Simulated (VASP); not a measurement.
# PtPb (P6_3/mmc) in VASP: notebook

PtPb is run at these levels: LDA; tasks: single point.

Program: VASP 6.6.1. These are calculated values, not measurements. Logs are shortened: lines on timing, memory, paths and dates and some standing lists are left out, and cuts for length are marked.

## Step 1: The cell of the first run

Symmetry: P6_3/mmc, No. 194, hexagonal system. Conventional cell: a = 4.165 Å, b = 4.165 Å, c = 5.456 Å, α = 90.00°, β = 90.00°, γ = 120.00°. Pt (site symmetry -6m2) has 6 Pb at 2.76 Å within 3.6 Å. Pb (site symmetry -3m) has 2 Pb at 2.73 Å and 6 Pt at 2.76 Å within 3.6 Å.

## Step 2: Single point, LDA (equal xx and yy strain of -2 %)

The input, INCAR:

```
SYSTEM = PtPb
PREC = Accurate
ENCUT = 520
EDIFF = 1E-6
ISMEAR = -1
SIGMA = 0.05
LREAL = .False.
LASPH = .True.
NELM = 80
ALGO = Normal
ISIF = 2
LWAVE = .False.
LCHARG = .False.
NBANDS = 32
```

The input, KPOINTS:

```
regular mesh
0
Gamma
  10 10 7
  0 0 0
```

The input, POSCAR:

```
PtPb
1.0
    4.1650008631      0.0000000000      0.0000000000
   -2.0825004316      3.6069965542      0.0000000000
    0.0000000000      0.0000000000      5.4560000000
Pt Pb
2 2
Direct
    0.3333333333      0.6666666667      0.2500000000
    0.6666666667      0.3333333333      0.7500000000
    0.0000000000      0.0000000000      0.0000000000
    0.0000000000      0.0000000000      0.5000000000
```

Potentials or basis: VASP PAW LDA potentials, release 64 (Pt, Pb_d).

The run is started by

```console
$ cat potpaw_LDA.64/Pt/POTCAR potpaw_LDA.64/Pb_d/POTCAR > POTCAR
$ mpirun -np 1 vasp_std > vasp.out
```

OUTCAR:

```text
SYSTEM = PtPb
   PREC = Accurate
   ENCUT = 520
   EDIFF = 1E-6
   ISMEAR = -1
   LREAL = .False.
   LASPH = .True.
   NELM = 80
   ISIF = 2

 ion  position               nearest neighbor table
   1  0.333  0.667  0.250-   3 2.76   4 2.76   3 2.76   4 2.76   3 2.76   4 2.76
   2  0.667  0.333  0.750-   3 2.76   4 2.76   3 2.76   4 2.76   3 2.76   4 2.76
   3  0.000  0.000  0.000-   4 2.73   4 2.73   1 2.76   2 2.76   2 2.76   1 2.76   2 2.76   1 2.76

   4  0.000  0.000  0.500-   3 2.73   3 2.73   1 2.76   2 2.76   2 2.76   1 2.76   2 2.76   1 2.76

  LATTYP: Found a hexagonal cell.
 ALAT       =     4.1650008631
 C/A-ratio  =     1.3099637141

  Lattice vectors:

 A1 = (   4.1650008631,   0.0000000000,   0.0000000000)
 A2 = (  -2.0825004316,   3.6069965542,   0.0000000000)
 A3 = (   0.0000000000,   0.0000000000,   5.4560000000)

Analysis of symmetry for initial positions (statically):
=====================================================================
 Subroutine PRICEL returns:
 Original cell was already a primitive cell.

 Routine SETGRP: Setting up the symmetry group for a
 hexagonal supercell.

 Subroutine GETGRP returns: Found 24 space group operations
 (whereof 12 operations were pure point group operations)
 out of a pool of 24 trial point group operations.

The static configuration has the point symmetry D_3d.
 The point group associated with its full space group is D_6h.

Analysis of symmetry for dynamics (positions and initial velocities):
=====================================================================
 Subroutine PRICEL returns:
 Original cell was already a primitive cell.

 Routine SETGRP: Setting up the symmetry group for a
 hexagonal supercell.

 Subroutine GETGRP returns: Found 24 space group operations
 (whereof 12 operations were pure point group operations)
 out of a pool of 24 trial point group operations.

The dynamic configuration has the point symmetry D_3d.
 The point group associated with its full space group is D_6h.

 Subroutine INISYM returns: Found 24 space group operations
 (whereof 12 operations are pure point group operations),
 and found     1 'primitive' translations

----------------------------------------------------------------------------------------

                                     Primitive cell

  volume of cell :      81.9663

  direct lattice vectors                    reciprocal lattice vectors
     4.165000863  0.000000000  0.000000000     0.240095989  0.138619484  0.000000000
    -2.082500432  3.606996554  0.000000000     0.000000000  0.277238967  0.000000000
     0.000000000  0.000000000  5.456000000     0.000000000  0.000000000  0.183284457

  length of vectors
     4.165000863  4.165000863  5.456000000     0.277238967  0.277238967  0.183284457

  position of ions in fractional coordinates (direct lattice)
     0.333333333  0.666666667  0.250000000
     0.666666667  0.333333333  0.750000000
     0.000000000  0.000000000  0.000000000
     0.000000000  0.000000000  0.500000000

  ion indices of the primitive-cell ions
   primitive index   ion index
                 1           1
                 2           2
                 3           3
                 4           4

----------------------------------------------------------------------------------------

 KPOINTS: regular mesh

Automatic generation of k-mesh.
 Grid dimensions read from file:
 generate k-points for:   10   10    7

 Generating k-lattice:

  Cartesian coordinates                     Fractional coordinates (reciprocal lattice)
     0.024009599  0.013861948  0.000000000     0.100000000 -0.000000000  0.000000000
     0.000000000  0.027723897  0.000000000     0.000000000  0.100000000  0.000000000
     0.000000000  0.000000000  0.026183494     0.000000000  0.000000000  0.142857143

  Length of vectors
     0.027723897  0.027723897  0.026183494

  Shift w.r.t. Gamma in fractional coordinates (k-lattice)
     0.000000000  0.000000000  0.000000000

 Subroutine IBZKPT returns following result:
 ===========================================

 Found     56 irreducible k-points:

 Following reciprocal coordinates:
            Coordinates               Weight
  0.000000  0.000000  0.000000      1.000000
  0.100000  0.000000  0.000000      6.000000
  0.200000  0.000000  0.000000      6.000000
  0.300000  0.000000  0.000000      6.000000
  0.400000 -0.000000  0.000000      6.000000
  0.500000  0.000000  0.000000      3.000000
[... 16 lines left out ...]
  0.300000  0.100000  0.142857     24.000000
  0.400000  0.100000  0.142857     24.000000
 [... further k-points ...]
   k-points           NKPTS =     56   k-points in BZ     NKDIM =     56   number of bands    NBANDS=     32
   number of dos      NEDOS =    301   number of ions     NIONS =      4
   total plane-waves  NPLWV =  43008
   dimension x,y,z NGX =    32 NGY =   32 NGZ =   42
   dimension x,y,z NGXF=    64 NGYF=   64 NGZF=   84
   ions per type =               2   2
   NGX,Y,Z   is equivalent  to a cutoff of  12.77, 12.77, 12.80 a.u.
   NGXF,Y,Z  is equivalent  to a cutoff of  25.55, 25.55, 25.60 a.u.
 SYSTEM =  PtPb
   PREC   = accura    normal or accurate (medium, high low for compatibility)
   ISTART =      0    job   : 0-new  1-cont  2-samecut
   ICHARG =      2    charge: 1-file 2-atom 10-const
   ISPIN  =      1    spin polarized calculation?
   LNONCOLLINEAR =      F non collinear calculations
   LSORBIT =      F    spin-orbit coupling
   LASPH  =      T    aspherical Exc in radial PAW
   ENCUT  =  520.0 eV  38.22 Ry    6.18 a.u.   7.74  7.74 10.14*2*pi/ulx,y,z
   NELM   =     80;   NELMIN=  2; NELMDL= -5     # of ELM steps
   EDIFF  = 0.1E-05   stopping-criterion for ELM
   LREAL  =      F    real-space projection
   EDIFFG = 0.1E-04   stopping-criterion for IOM
   NSW    =      0    number of steps for IOM
   IBRION =     -1    ionic relax: 0-MD 1-quasi-New 2-CG
   NFREE  =      0    steps in history (QN), initial steepest desc. (CG)
   ISIF   =      2    stress and relaxation
   ISYM   =      2    0-nonsym 1-usesym 2-fastsym
   POTIM  = 0.5000    time-step for ionic-motion
   TEBEG  =    0.0;   TEEND  =   0.0 temperature during run
   PSTRESS=    0.0 pullay stress
   NELECT =      48.0000    total number of electrons
   NUPDOWN=      -1.0000    fix difference up-down
   EMIN   =  10.00;   EMAX   =-10.00  energy-range for DOS
   EFERMI =   0.00;   METHOD = LEGACY
   ISMEAR =    -1;   SIGMA  =   0.05  broadening in eV -4-tet -1-fermi 0-gaus
   EFERMI_NEDOS =   21; number of points for ismear=-14 and -15
   IALGO  =     38    algorithm
   IMIX   =      4    mixing-type and parameters
     AMIX     =   0.40;   BMIX     =  1.00
     AMIX_MAG =   1.60;   BMIX_MAG =  1.00
  volume/ion in A,a.u.               =      20.49       138.28
  Fermi-wavevector in a.u.,A,eV,Ry     =   1.369652  2.588267 25.523797  1.875946
  Thomas-Fermi vector in A             =   2.495508
   LORBIT       =      0    0 simple, 1 ext, 2 COOP (PROOUT), +10 PAW based schemes
   GGA     = CA    functional components
   LHFCALC =     F    Hartree Fock is set to
   AEXX    =    0.0000 exact exchange contribution
   IVDW    =     0    specifies the selected vdW correction
   LEPSILON=     F    determine dielectric tensor
   LRPA    =     F    only Hartree local field effects (RPA)
 non-spin polarized calculation
  energy-cutoff  :      520.00
  volume of cell :       81.97
 maximum number of plane-waves:      2235
 NGX is ok and might be reduce to    32
   NGX = 15   NGY = 15   NGZ = 21

 number of electron      47.9999997 magnetization

 Free energy of the ion-electron system (eV)
  ---------------------------------------------------
  ext. energy  EPLUGINS =         0.00000000
  ---------------------------------------------------
  free energy    TOTEN  =       -21.66456397 eV

  energy without entropy =      -21.64798409  energy(sigma->0) =      -21.65627403

 E-fermi :   9.3519     XC(G=0): -12.0255

 val. band max:        9.3436356369   @ k =   0.4000   0.1000   0.1429
 cond. band min:       9.3667561016   @ k =   0.2000   0.2000   0.1429
 fundamental gap:      0.0231204648
 Fermi energy:         9.3519253125

 k-point     1 :       0.0000    0.0000    0.0000
  band No.  band energies     occupation
      1      -9.0554      2.00000
      2      -8.3113      2.00000
      3      -8.3113      2.00000
      4      -7.7520      2.00000
      5      -7.7520      2.00000
      6      -7.7248      2.00000
[... 24 lines left out ...]
     31      15.4447      0.00000
     32      17.1666      0.00000

 k-point     2 :       0.1000    0.0000    0.0000
  band No.  band energies     occupation
      1      -9.0539      2.00000
      2      -8.3156      2.00000
      3      -8.3093      2.00000
      4      -7.7569      2.00000
      5      -7.7476      2.00000
      6      -7.7184      2.00000
[... 24 lines left out ...]
     31      16.1993      0.00000
     32      18.0859      0.00000

 k-point     3 :       0.2000    0.0000    0.0000
  band No.  band energies     occupation
      1      -9.0498      2.00000
      2      -8.3270      2.00000
      3      -8.3044      2.00000
      4      -7.7699      2.00000
      5      -7.7362      2.00000
      6      -7.7016      2.00000
[... 24 lines left out ...]
     31      16.9747      0.00000
     32      17.5876      0.00000

 k-point     4 :       0.3000    0.0000    0.0000
  band No.  band energies     occupation
      1      -9.0449      2.00000
      2      -8.3410      2.00000
      3      -8.2983      2.00000
      4      -7.7860      2.00000
      5      -7.7219      2.00000
      6      -7.6812      2.00000
[... 24 lines left out ...]
     31      16.9685      0.00000
     32      17.0581      0.00000

 k-point     5 :       0.4000   -0.0000    0.0000
  band No.  band energies     occupation
      1      -9.0409      2.00000
      2      -8.3523      2.00000
      3      -8.2934      2.00000
      4      -7.7991      2.00000
      5      -7.7103      2.00000
      6      -7.6649      2.00000
[... 584 lines left out ...]
     31      16.9612      0.00000
     32      17.7008      0.00000

 k-point    22 :       0.2000    0.1000    0.1429
  band No.  band energies     occupation
      1      -8.9534      2.00000
      2      -8.2963      2.00000
      3      -8.2657      2.00000
      4      -7.7713      2.00000
      5      -7.7261      2.00000
      6      -7.6969      2.00000
[... 24 lines left out ...]
     31      17.0635      0.00000
     32      17.6308      0.00000

 k-point    23 :       0.3000    0.1000    0.1429
  band No.  band energies     occupation
      1      -8.9488      2.00000
      2      -8.3069      2.00000
      3      -8.2620      2.00000
      4      -7.7823      2.00000
      5      -7.7149      2.00000
      6      -7.6798      2.00000
[... 24 lines left out ...]
     31      17.0521      0.00000
     32      18.4365      0.00000

 k-point    24 :       0.4000    0.1000    0.1429
  band No.  band energies     occupation
      1      -8.9460      2.00000
      2      -8.3135      2.00000
      3      -8.2598      2.00000
      4      -7.7891      2.00000
      5      -7.7078      2.00000
      6      -7.6694      2.00000
[... 24 lines left out ...]
     31      17.0003      0.00000
     32      19.4826      0.00000

 [... further k-points ...]

------------------------ aborting loop because EDIFF is reached ----------------------------------------

  FORCE on cell =-STRESS in cart. coord.  units (eV):
  Direction    XX          YY          ZZ          XY          YZ          ZX
  --------------------------------------------------------------------------------------
  -------------------------------------------------------------------------------------
  Total        1.8240947      1.8240947     15.3505637     -0.0000000     -0.0000000      0.0000000
  in kB       35.6551915     35.6551915    300.0542104     -0.0000000     -0.0000000      0.0000000
  external PRESSURE =     123.7881978 kB  Pullay stress =       0.0000000 kB

 VOLUME and BASIS-vectors are now :
 -----------------------------------------------------------------------------
  energy-cutoff  :      520.00
  volume of cell :       81.97
      direct lattice vectors                 reciprocal lattice vectors
     4.165000863  0.000000000  0.000000000     0.240095989  0.138619484  0.000000000
    -2.082500432  3.606996554  0.000000000     0.000000000  0.277238967  0.000000000
     0.000000000  0.000000000  5.456000000     0.000000000  0.000000000  0.183284457

 POSITION                                       TOTAL-FORCE (eV/Angst)
 -----------------------------------------------------------------------------------
     -0.00000      2.40466      1.36400         0.000000     -0.000000      0.000000
      2.08250      1.20233      4.09200        -0.000000      0.000000      0.000000
      0.00000      0.00000      0.00000         0.000000      0.000000      0.000000
      0.00000      0.00000      2.72800         0.000000      0.000000      0.000000
 -----------------------------------------------------------------------------------
    total drift:                               -0.000000      0.000000     -0.000000

  FREE ENERGIE OF THE ION-ELECTRON SYSTEM (eV)
  ---------------------------------------------------
  free  energy   TOTEN  =       -21.6645639732 eV

  energy  without entropy=      -21.6479840910  energy(sigma->0) =      -21.65627403
```

Wall time 45 s (1 thread of Intel Xeon 6975P-C (Granite Rapids), shared host); peak memory 0.25 GiB.

Results:

```yaml
Free_energy: -21.6646 eV
Pressure: 12.4 GPa
Band_gap_on_the_k_mesh: zero (band 24 reaches 11.70 eV, above the bottom of band 25 at 8.54 eV)
```

Stress tensor (GPa, compression positive):
```
 3.57  0.00  0.00
 0.00  3.57  0.00
 0.00  0.00 30.01
```

Caveat: the cell differs from its parent crystal (equal xx and yy strain of -2 %); spin-orbit coupling is left out, which moves the levels of the heavy elements.

## Step 3: Single point, LDA (equal xx and yy strain of -1 %)

The input, INCAR:

```
ALGO = Normal ; EDIFF = 1E-7
ENCUT = 520 ; GGA = CA
ISIF = 2 ; ISMEAR = -1
LASPH = T ; LCHARG = F
LREAL = F ; LWAVE = F
NBANDS = 32 ; NELM = 60
PREC = Accurate ; SIGMA = 0.05
```

The input, KPOINTS:

```
k-points
0
Gamma
  10 10 7
```

Changes to POSCAR since step 2:

```diff
@@ -2,4 +2,4 @@
 1.0
-    4.1650008631      0.0000000000      0.0000000000
-   -2.0825004316      3.6069965542      0.0000000000
+    4.2075008719      0.0000000000      0.0000000000
+   -2.1037504360      3.6438026415      0.0000000000
     0.0000000000      0.0000000000      5.4560000000
```

Potentials or basis: VASP PAW LDA potentials, release 64 (Pt, Pb_d).

The run is started by

```console
$ cat potpaw_LDA.64/Pt/POTCAR potpaw_LDA.64/Pb_d/POTCAR > POTCAR
$ mpirun -np 1 vasp_std > vasp.out
```

Run time: 49 s. Hardware: 1 thread of Intel Xeon 6975P-C (Granite Rapids), shared host; peak memory 0.25 GiB.

The run converged. Its results:

```
Free energy            : -21.6876 eV
Pressure               : 9.5 GPa
Band gap on the k mesh : zero (band 24 reaches 11.22 eV, above the bottom of band 25 at 8.23 eV)
```

Stress tensor (GPa, compression positive):
```
 0.65  0.00  0.00
 0.00  0.65  0.00
 0.00  0.00 27.09
```

Levels at points of the mesh, in eV from the Fermi level:
| k point | band 22 | band 23 | band 24 | band 25 | band 26 | band 27 |
| --- | --- | --- | --- | --- | --- | --- |
| (0.00, 0.00, 0.00) | -2.42 | -1.42 | 2.16 | 3.42 | 3.42 | 5.51 |
| (0.50, 0.00, 0.00) | -1.87 | -0.96 | -0.89 | -0.12 | 0.69 | 0.82 |

Caveat: the cell differs from its parent crystal (equal xx and yy strain of -1 %); spin-orbit coupling is left out, which moves the levels of the heavy elements.

## Step 4: Single point, LDA (equal xx and yy strain of +1 %)

The input, INCAR:

```
SYSTEM = PtPb
PREC = Accurate
ENCUT = 520
EDIFF = 1E-6
ISMEAR = -1
SIGMA = 0.05
LREAL = .FALSE.
LASPH = .TRUE.
NELM = 80
ALGO = Normal
ISIF = 2
LWAVE = .FALSE.
LCHARG = .FALSE.
GGA = CA
NBANDS = 32
```

The input, KPOINTS:

```
regular mesh
0
G
  10 10 7
  0 0 0
```

Changes to POSCAR since step 3:

```diff
@@ -2,4 +2,4 @@
 1.0
-    4.2075008719      0.0000000000      0.0000000000
-   -2.1037504360      3.6438026415      0.0000000000
+    4.2925008895      0.0000000000      0.0000000000
+   -2.1462504448      3.7174148161      0.0000000000
     0.0000000000      0.0000000000      5.4560000000
```

The run is started by

```console
$ cat potpaw_LDA.64/Pt/POTCAR potpaw_LDA.64/Pb_d/POTCAR > POTCAR
$ mpirun -np 1 vasp_std > vasp.out
```

Wall time 48 s (1 thread of Intel Xeon 6975P-C (Granite Rapids), shared host); peak memory 0.26 GiB.

The run converged. Its results:

| Property | Result |
| --- | --- |
| Free energy | -21.6501 eV |
| Pressure | 4.5 GPa |
| Band gap on the k mesh | zero (band 24 reaches 10.39 eV, above the bottom of band 25 at 7.66 eV) |

Stress tensor (GPa, compression positive):
```
-4.19  0.00  0.00
 0.00 -4.19  0.00
 0.00  0.00 22.00
```

Levels at points of the mesh, in eV from the Fermi level:
| k point | band 21 | band 22 | band 23 | band 24 | band 25 | band 26 | band 27 | band 28 |
| --- | --- | --- | --- | --- | --- | --- | --- | --- |
| (0.00, 0.00, 0.00) | -2.56 | -2.24 | -1.31 | 1.81 | 3.19 | 3.19 | 5.18 | 5.45 |
| (0.50, 0.00, 0.00) | -1.99 | -1.73 | -0.91 | -0.80 | -0.21 | 0.76 | 0.84 | 5.48 |

Caveat: the cell differs from its parent crystal (equal xx and yy strain of +1 %); spin-orbit coupling is left out, which moves the levels of the heavy elements.

(Part 1 of 2 ends here.)
